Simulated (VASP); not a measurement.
**BaTiO3: single point with PBE**

The system is BaTiO3.

```xyz
5
Lattice="4.0743 0.0000 0.0000 0.0000 4.0743 0.0000 0.0000 0.0000 3.9114" Properties=species:S:1:pos:R:3 pbc="T T T"
Ba    0.0000    0.0000    0.0000
Ti    2.0371    2.0371    1.9557
O     2.0371    2.0371    0.0000
O     2.0371    0.0000    1.9557
O     0.0000    2.0371    1.9557
```

This cell differs from its parent crystal: ratio of the length along z to the lengths across it x 0.96, volume and fractional coordinates fixed.

```
Program             : VASP 6.6.1
Task                : single point
Functional          : PBE
Potentials or basis : VASP PAW PBE potentials, release 64 (Ba_sv, Ti_sv, O)
Cutoff              : 520 eV
k mesh              : 8 × 8 × 8
Occupations         : gaussian, width 0.05 eV
Spin                : no spin polarisation
```

```
Pressure               : 2.1 GPa
Band gap on the k mesh : 1.64 eV (least direct gap 1.80 eV)
```

Stress tensor (GPa, compression positive):
```
-0.57  0.00  0.00
 0.00 -0.57  0.00
 0.00  0.00  7.47
```

Levels at points of the mesh, in eV from the valence-band top:
```csv
k point,band 17,band 18,band 19,band 20,band 21,band 22,band 23,band 24
"(0.00, 0.00, 0.00)",-1.01,-0.21,-0.21,-0.16,1.64,1.71,1.71,3.64
"(0.50, 0.00, 0.00)",-1.70,-1.70,-0.76,-0.71,1.85,3.27,3.29,3.84
"(0.50, 0.50, 0.00)",-1.77,-1.14,-1.14,-0.21,3.29,3.29,3.66,4.89
"(0.00, 0.00, 0.50)",-1.93,-1.89,-0.78,-0.78,1.82,3.62,3.62,3.65
"(0.50, 0.00, 0.50)",-1.75,-0.81,-0.80,-0.11,3.28,3.63,3.91,4.48
"(0.50, 0.50, 0.50)",-2.20,-0.09,0.00,0.00,3.92,4.13,4.13,6.50
```

It took 3.6 min on 1 thread of Intel Xeon 8259CL, with other jobs on the host, peak memory 0.27 GiB.

Caveat: spin-orbit coupling is left out, which moves the levels of the heavy elements. A k mesh can miss the band edges.
